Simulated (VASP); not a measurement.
Here is a VASP 6.6.1 calculation.

The input INCAR:

```
PREC     = Accurate       # precision mode
ENCUT    = 520            # plane-wave cutoff, eV
EDIFF    = 1E-6           # SCF threshold, eV
ISMEAR   = 0              # smearing method
SIGMA    = 0.1            # smearing width, eV
LREAL    = False          # projectors in reciprocal space
LASPH    = True           # aspherical terms in the spheres
NELM     = 150            # most SCF steps
ALGO     = Normal         # electronic algorithm
ISIF     = 2              # what is computed and relaxed
LWAVE    = False          # write WAVECAR
LCHARG   = False          # write CHGCAR
ISPIN    = 2              # spin polarisation
MAGMOM   = 2 2 0          # initial moments
LORBIT   = 11             # projections on sites
LMAXMIX  = 4              # l up to which the mixer works
GGA      = PE             # functional
NBANDS   = 26             # bands
```

Contents of KPOINTS:

```
regular mesh
0
Gamma
  6 6 6
```

File POSCAR:

```
V2Si
1.0
    0.0000000000      2.8414921636      2.8414921636
    2.8414921636      0.0000000000      2.8414921636
    2.8414921636      2.8414921636      0.0000000000
V Si
2 1
Direct
    0.2500000000      0.2500000000      0.2500000000
    0.7500000000      0.7500000000      0.7500000000
    0.0000000000      0.0000000000      0.0000000000
```

Potentials or basis: VASP PAW PBE potentials, release 64 (V_sv, Si).

Launch:

```bash
$ cat potpaw_PBE.64/V_sv/POTCAR potpaw_PBE.64/Si/POTCAR > POTCAR
$ mpirun -np 1 vasp_std > vasp.out
```

Question: Predict the pressure.

Answer: 0.5 GPa.

Question: What does it give for the site moments?

Answer: V +0.16; Si -0.01 μB.

Question: What does it give for the net moment?

Answer: 0.37 μB per cell.
